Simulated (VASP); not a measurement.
# Na in VASP: a series of runs

The runs below take Na through electric field gradients, with PBEsol.

Everything below comes from runs of VASP 6.6.1. Logs are shortened: lines on timing, memory, paths and dates and some standing lists are left out, and cuts for length are marked.

## (1) The cell of the first run

It takes space group Im-3m (No. 229, cubic). Conventional cell: a = 4.291 Å, b = 4.291 Å, c = 4.291 Å, α = 90.00°, β = 90.00°, γ = 90.00°. Within 4.9 Å of Na (site symmetry m-3m) lie 14 Na at 3.72 to 4.29 Å.

## (2) Electric field gradients, PBEsol (volume scaled by 1.04)

Input file INCAR:

```
PREC = Accurate
ENCUT = 520
EDIFF = 1E-8
ISMEAR = -1
SIGMA = 0.03
LREAL = False
LASPH = True
NELM = 100
ALGO = Normal
ISIF = 2
LWAVE = False
LCHARG = False
GGA = PS
LEFG = True
NBANDS = 10
```

Input file KPOINTS:

```
Automatic mesh
0
Gamma
  11 11 11
```

Input file POSCAR:

```
Na
1.0
   -2.1453650376      2.1453650376      2.1453650376
    2.1453650376     -2.1453650376      2.1453650376
    2.1453650376      2.1453650376     -2.1453650376
Na
1
Direct
    0.0000000000      0.0000000000      0.0000000000
```

Potentials or basis: VASP PAW PBE potentials, release 64 (Na_pv).

Command:

```
> cat potpaw_PBE.64/Na_pv/POTCAR > POTCAR
> mpirun -np 1 vasp_std > vasp.out
```

OUTCAR:

```text
PREC = Accurate
   ENCUT = 520
   EDIFF = 1E-8
   ISMEAR = -1
   LREAL = False
   LASPH = True
   NELM = 100
   ISIF = 2
   GGA = PS

 ion  position               nearest neighbor table
   1  0.000  0.000  0.000-

  LATTYP: Found a body centered cubic cell.
 ALAT       =     4.2907300752

  Lattice vectors:

 A1 = (  -2.1453650376,   2.1453650376,   2.1453650376)
 A2 = (   2.1453650376,  -2.1453650376,   2.1453650376)
 A3 = (   2.1453650376,   2.1453650376,  -2.1453650376)

Analysis of symmetry for initial positions (statically):
=====================================================================
 Subroutine PRICEL returns:
 Original cell was already a primitive cell.

 Routine SETGRP: Setting up the symmetry group for a
 body centered cubic supercell.

 Subroutine GETGRP returns: Found 48 space group operations
 (whereof 48 operations were pure point group operations)
 out of a pool of 48 trial point group operations.

The static configuration has the point symmetry O_h .

Analysis of symmetry for dynamics (positions and initial velocities):
=====================================================================
 Subroutine PRICEL returns:
 Original cell was already a primitive cell.

 Routine SETGRP: Setting up the symmetry group for a
 body centered cubic supercell.

 Subroutine GETGRP returns: Found 48 space group operations
 (whereof 48 operations were pure point group operations)
 out of a pool of 48 trial point group operations.

The dynamic configuration has the point symmetry O_h .

 Subroutine INISYM returns: Found 48 space group operations
 (whereof 48 operations are pure point group operations),
 and found     1 'primitive' translations

----------------------------------------------------------------------------------------

                                     Primitive cell

  volume of cell :      39.4970

  direct lattice vectors                    reciprocal lattice vectors
    -2.145365038  2.145365038  2.145365038     0.000000000  0.233060571  0.233060571
     2.145365038 -2.145365038  2.145365038     0.233060571  0.000000000  0.233060571
     2.145365038  2.145365038 -2.145365038     0.233060571  0.233060571  0.000000000

  length of vectors
     3.715881246  3.715881246  3.715881246     0.329597420  0.329597420  0.329597420

  position of ions in fractional coordinates (direct lattice)
     0.000000000  0.000000000  0.000000000

  ion indices of the primitive-cell ions
   primitive index   ion index
                 1           1

----------------------------------------------------------------------------------------

 KPOINTS: Automatic mesh

Automatic generation of k-mesh.
 Grid dimensions read from file:
 generate k-points for:   11   11   11

 Generating k-lattice:

  Cartesian coordinates                     Fractional coordinates (reciprocal lattice)
     0.000000000  0.021187325  0.021187325     0.090909091  0.000000000  0.000000000
     0.021187325  0.000000000  0.021187325     0.000000000  0.090909091  0.000000000
     0.021187325  0.021187325  0.000000000     0.000000000  0.000000000  0.090909091

  Length of vectors
     0.029963402  0.029963402  0.029963402

  Shift w.r.t. Gamma in fractional coordinates (k-lattice)
     0.000000000  0.000000000  0.000000000

 Subroutine IBZKPT returns following result:
 ===========================================

 Found     56 irreducible k-points:

 Following reciprocal coordinates:
            Coordinates               Weight
  0.000000  0.000000  0.000000      1.000000
  0.090909  0.000000  0.000000     12.000000
  0.181818  0.000000  0.000000     12.000000
  0.272727  0.000000  0.000000     12.000000
  0.363636  0.000000  0.000000     12.000000
  0.454545  0.000000  0.000000     12.000000
[... 16 lines left out ...]
  0.272727  0.181818  0.090909     48.000000
  0.363636  0.181818  0.090909     24.000000
 [... further k-points ...]
   k-points           NKPTS =     56   k-points in BZ     NKDIM =     56   number of bands    NBANDS=     10
   number of dos      NEDOS =    301   number of ions     NIONS =      1
   total plane-waves  NPLWV =  21952
   dimension x,y,z NGX =    28 NGY =   28 NGZ =   28
   dimension x,y,z NGXF=    56 NGYF=   56 NGZF=   56
   ions per type =               1
   NGX,Y,Z   is equivalent  to a cutoff of  12.53, 12.53, 12.53 a.u.
   NGXF,Y,Z  is equivalent  to a cutoff of  25.05, 25.05, 25.05 a.u.
 SYSTEM =  unknown system
   PREC   = accura    normal or accurate (medium, high low for compatibility)
   ISTART =      0    job   : 0-new  1-cont  2-samecut
   ICHARG =      2    charge: 1-file 2-atom 10-const
   ISPIN  =      1    spin polarized calculation?
   LNONCOLLINEAR =      F non collinear calculations
   LSORBIT =      F    spin-orbit coupling
   LASPH  =      T    aspherical Exc in radial PAW
   ENCUT  =  520.0 eV  38.22 Ry    6.18 a.u.   6.91  6.91  6.91*2*pi/ulx,y,z
   NELM   =    100;   NELMIN=  2; NELMDL= -5     # of ELM steps
   EDIFF  = 0.1E-07   stopping-criterion for ELM
   LREAL  =      F    real-space projection
   EDIFFG = 0.1E-06   stopping-criterion for IOM
   NSW    =      0    number of steps for IOM
   IBRION =     -1    ionic relax: 0-MD 1-quasi-New 2-CG
   NFREE  =      0    steps in history (QN), initial steepest desc. (CG)
   ISIF   =      2    stress and relaxation
   ISYM   =      2    0-nonsym 1-usesym 2-fastsym
   POTIM  = 0.5000    time-step for ionic-motion
   TEBEG  =    0.0;   TEEND  =   0.0 temperature during run
   PSTRESS=    0.0 pullay stress
   NELECT =       7.0000    total number of electrons
   NUPDOWN=      -1.0000    fix difference up-down
   EMIN   =  10.00;   EMAX   =-10.00  energy-range for DOS
   EFERMI =   0.00;   METHOD = LEGACY
   ISMEAR =    -1;   SIGMA  =   0.03  broadening in eV -4-tet -1-fermi 0-gaus
   EFERMI_NEDOS =   21; number of points for ismear=-14 and -15
   IALGO  =     38    algorithm
   IMIX   =      4    mixing-type and parameters
     AMIX     =   0.40;   BMIX     =  1.00
     AMIX_MAG =   1.60;   BMIX_MAG =  1.00
  volume/ion in A,a.u.               =      39.50       266.54
  Fermi-wavevector in a.u.,A,eV,Ry     =   0.919573  1.737741 11.505289  0.845615
  Thomas-Fermi vector in A             =   2.044782
   LORBIT       =      0    0 simple, 1 ext, 2 COOP (PROOUT), +10 PAW based schemes
   GGA     = PS    functional components
   LHFCALC =     F    Hartree Fock is set to
   AEXX    =    0.0000 exact exchange contribution
   IVDW    =     0    specifies the selected vdW correction
   LEPSILON=     F    determine dielectric tensor
   LRPA    =     F    only Hartree local field effects (RPA)
 non-spin polarized calculation
  energy-cutoff  :      520.00
  volume of cell :       39.50
 maximum number of plane-waves:      1082
   NGX = 13   NGY = 13   NGZ = 13

 number of electron       7.0000009 magnetization

 Free energy of the ion-electron system (eV)
  ---------------------------------------------------
  ext. energy  EPLUGINS =         0.00000000
  ---------------------------------------------------
  free energy    TOTEN  =        -1.39655106 eV

  energy without entropy =       -1.39533865  energy(sigma->0) =       -1.39594486

 E-fermi :   0.1415     XC(G=0):  -6.3365

 val. band max:        0.1008919896   @ k =  -0.3636   0.4545   0.0909
 cond. band min:       0.2316912548   @ k =   0.1818   0.1818   0.1818
 fundamental gap:      0.1307992652
 Fermi energy:         0.1415107115

 k-point     1 :       0.0000    0.0000    0.0000
  band No.  band energies     occupation
      1     -24.7061      2.00000
      2     -24.7061      2.00000
      3     -24.7061      2.00000
      4      -3.0134      2.00000
      5      11.4593      0.00000
      6      11.4593      0.00000
      7      11.4593      0.00000
      8      12.4270      0.00000
      9      12.4270      0.00000
     10      12.9431      0.00000

 k-point     2 :       0.0909    0.0000    0.0000
  band No.  band energies     occupation
      1     -24.7084      2.00000
      2     -24.7069      2.00000
      3     -24.7061      2.00000
      4      -2.8741      2.00000
      5       9.8025      0.00000
      6      10.6770      0.00000
      7      10.9192      0.00000
      8      11.4665      0.00000
      9      11.8373      0.00000
     10      13.1650      0.00000

 k-point     3 :       0.1818    0.0000    0.0000
  band No.  band energies     occupation
      1     -24.7145      2.00000
      2     -24.7090      2.00000
      3     -24.7061      2.00000
      4      -2.4585      2.00000
      5       7.5233      0.00000
      6       9.6808      0.00000
      7      10.1449      0.00000
      8      10.5059      0.00000
      9      11.3619      0.00000
     10      13.4414      0.00000

 k-point     4 :       0.2727    0.0000    0.0000
  band No.  band energies     occupation
      1     -24.7225      2.00000
      2     -24.7117      2.00000
      3     -24.7060      2.00000
      4      -1.7728      2.00000
      5       5.4141      0.00000
      6       8.8996      0.00000
      7       9.5233      0.00000
      8       9.7818      0.00000
      9      10.7957      0.00000
     10      14.0429      0.00000
[... 222 lines left out ...]
 k-point    22 :       0.1818    0.1818    0.0909
  band No.  band energies     occupation
      1     -24.7281      2.00000
      2     -24.7132      2.00000
      3     -24.7096      2.00000
      4      -0.6934      2.00000
      5       4.7268      0.00000
      6       5.2746      0.00000
      7       6.8463      0.00000
      8      13.1286      0.00000
      9      13.6386      0.00000
     10      14.8558      0.00000

 k-point    23 :       0.2727    0.1818    0.0909
  band No.  band energies     occupation
      1     -24.7294      2.00000
      2     -24.7170      2.00000
      3     -24.7103      2.00000
      4       0.3615      0.00131
      5       3.2105      0.00000
      6       4.6985      0.00000
      7       6.4096      0.00000
      8      13.0387      0.00000
      9      14.1366      0.00000
     10      14.9305      0.00000

 k-point    24 :       0.3636    0.1818    0.0909
  band No.  band energies     occupation
      1     -24.7294      2.00000
      2     -24.7190      2.00000
      3     -24.7104      2.00000
      4       1.4569      0.00000
      5       1.9062      0.00000
      6       4.5540      0.00000
      7       6.2700      0.00000
      8      12.9475      0.00000
      9      14.2601      0.00000
     10      15.3744      0.00000

 [... further k-points ...]

------------------------ aborting loop because EDIFF is reached ----------------------------------------

  FORCE on cell =-STRESS in cart. coord.  units (eV):
  Direction    XX          YY          ZZ          XY          YZ          ZX
  --------------------------------------------------------------------------------------
  -------------------------------------------------------------------------------------
  Total       -0.1446961     -0.1446961     -0.1446961     -0.0000000     -0.0000000      0.0000000
  in kB       -5.8695353     -5.8695353     -5.8695353     -0.0000000     -0.0000000      0.0000000
  external PRESSURE =      -5.8695353 kB  Pullay stress =       0.0000000 kB

 VOLUME and BASIS-vectors are now :
 -----------------------------------------------------------------------------
  energy-cutoff  :      520.00
  volume of cell :       39.50
      direct lattice vectors                 reciprocal lattice vectors
    -2.145365038  2.145365038  2.145365038     0.000000000  0.233060571  0.233060571
     2.145365038 -2.145365038  2.145365038     0.233060571  0.000000000  0.233060571
     2.145365038  2.145365038 -2.145365038     0.233060571  0.233060571  0.000000000

 POSITION                                       TOTAL-FORCE (eV/Angst)
 -----------------------------------------------------------------------------------
      0.00000      0.00000      0.00000        -0.000000      0.000000      0.000000
 -----------------------------------------------------------------------------------
    total drift:                                0.000000     -0.000000     -0.000000

  FREE ENERGIE OF THE ION-ELECTRON SYSTEM (eV)
  ---------------------------------------------------
  free  energy   TOTEN  =        -1.3965510634 eV

  energy  without entropy=       -1.3953386517  energy(sigma->0) =       -1.39594486

 Electric field gradients (V/A^2)
---------------------------------------------------------------------
 ion       V_xx      V_yy      V_zz      V_xy      V_xz      V_yz
---------------------------------------------------------------------
   1      -0.000     0.000    -0.000    -0.001    -0.001    -0.001
---------------------------------------------------------------------

 Electric field gradients after diagonalization (V/A^2)
 (convention: |V_zz| > |V_xx| > |V_yy|)
----------------------------------------------------------------------
 ion       V_xx      V_yy      V_zz     asymmetry (V_yy - V_xx)/ V_zz
----------------------------------------------------------------------
   1       0.001     0.001    -0.002       0.000
----------------------------------------------------------------------

           NMR quadrupolar parameters

 Cq : quadrupolar parameter    Cq=e*Q*V_zz/h
 eta: asymmetry parameters     (V_yy - V_xx)/ V_zz
 Q  : nuclear electric quadrupole moment in mb (millibarn)
----------------------------------------------------------------------
 ion       Cq(MHz)       eta       Q (mb)
----------------------------------------------------------------------
   1      -0.000       0.000       1.000
----------------------------------------------------------------------
```

Wall time 13 s (1 thread of Intel Xeon 6975P-C, shared host); peak memory 0.16 GiB.

Results:

* Free energy: -1.3966 eV
* Pressure: -0.6 GPa

Caveat: without QUAD_EFG the Cq values of the log hold for a quadrupole moment of 1 mb, not for the nuclei; the PAW data sets were made with another functional, which shifts forces and pressure a little.

## (3) Electric field gradients, PBEsol (volume scaled by 1.06)

Input file INCAR:

```
SYSTEM = Na
  ALGO = Normal
  EDIFF = 1E-8
  ENCUT = 520
  GGA = PS
  ISIF = 2
  ISMEAR = -1
  LASPH = .TRUE.
  LCHARG = .FALSE.
  LEFG = .TRUE.
  LREAL = .FALSE.
  LWAVE = .FALSE.
  NBANDS = 10
  NELM = 80
  PREC = Accurate
  SIGMA = 0.03
```

Input file KPOINTS:

```
k-points
0
G
  11 11 11
  0 0 0
```

Input file POSCAR:

```
Na
1.0
   -2.1590301515      2.1590301515      2.1590301515
    2.1590301515     -2.1590301515      2.1590301515
    2.1590301515      2.1590301515     -2.1590301515
Na
1
Direct
    0.0000000000      0.0000000000      0.0000000000
```

Potentials or basis: VASP PAW PBE potentials, release 64 (Na_pv).

Command:

```
> cat potpaw_PBE.64/Na_pv/POTCAR > POTCAR
> mpirun -np 1 vasp_std > vasp.out
```

OUTCAR:

```text
SYSTEM = Na
   EDIFF = 1E-8
   ENCUT = 520
   GGA = PS
   ISIF = 2
   ISMEAR = -1
   LASPH = .TRUE.
   LREAL = .FALSE.
   NELM = 80
   PREC = Accurate

 ion  position               nearest neighbor table
   1  0.000  0.000  0.000-

  LATTYP: Found a body centered cubic cell.
 ALAT       =     4.3180603030

  Lattice vectors:

 A1 = (  -2.1590301515,   2.1590301515,   2.1590301515)
 A2 = (   2.1590301515,  -2.1590301515,   2.1590301515)
 A3 = (   2.1590301515,   2.1590301515,  -2.1590301515)

[... 515 lines left out ...]
    total drift:                               -0.000000     -0.000000     -0.000000

  FREE ENERGIE OF THE ION-ELECTRON SYSTEM (eV)
  ---------------------------------------------------
  free  energy   TOTEN  =        -1.3935425303 eV

  energy  without entropy=       -1.3923238220  energy(sigma->0) =       -1.39293318

 Electric field gradients (V/A^2)
---------------------------------------------------------------------
 ion       V_xx      V_yy      V_zz      V_xy      V_xz      V_yz
---------------------------------------------------------------------
   1      -0.000    -0.000    -0.000     0.001     0.001     0.001
---------------------------------------------------------------------

 Electric field gradients after diagonalization (V/A^2)
 (convention: |V_zz| > |V_xx| > |V_yy|)
----------------------------------------------------------------------
 ion       V_xx      V_yy      V_zz     asymmetry (V_yy - V_xx)/ V_zz
----------------------------------------------------------------------
   1      -0.001    -0.001     0.002       0.000
----------------------------------------------------------------------

           NMR quadrupolar parameters

 Cq : quadrupolar parameter    Cq=e*Q*V_zz/h
 eta: asymmetry parameters     (V_yy - V_xx)/ V_zz
 Q  : nuclear electric quadrupole moment in mb (millibarn)
----------------------------------------------------------------------
 ion       Cq(MHz)       eta       Q (mb)
----------------------------------------------------------------------
   1       0.000       0.000       1.000
----------------------------------------------------------------------
```

stdout:

```text
POSCAR found type information on POSCAR Na
 POSCAR found :  1 types and       1 ions
 scaLAPACK will be used
 -----------------------------------------------------------------------------
|                                                                             |
|                                                                             |
|     You enforced a specific xc type in the INCAR file but a different       |
|     I HOPE YOU KNOW WHAT YOU ARE DOING!                                     |
|                                                                             |
 -----------------------------------------------------------------------------

 LDA part: xc-table for (Slater+PW92), standard interpolation
 POSCAR, INCAR and KPOINTS ok, starting setup
 FFT: planning ... GRIDC
 FFT: planning ... GRID_SOFT
 FFT: planning ... GRID
 WAVECAR not read
 entering main loop
ion   1
```

Wall time 13 s (1 thread of Intel Xeon 6975P-C, shared host); peak memory 0.16 GiB.

What came out:

```yaml
Free_energy: -1.3935 eV
Pressure: -0.7 GPa
```

Caveat: without QUAD_EFG the Cq values of the log hold for a quadrupole moment of 1 mb, not for the nuclei; the PAW data sets were made with another functional, which shifts forces and pressure a little.

(Part 1 of 3 ends here.)
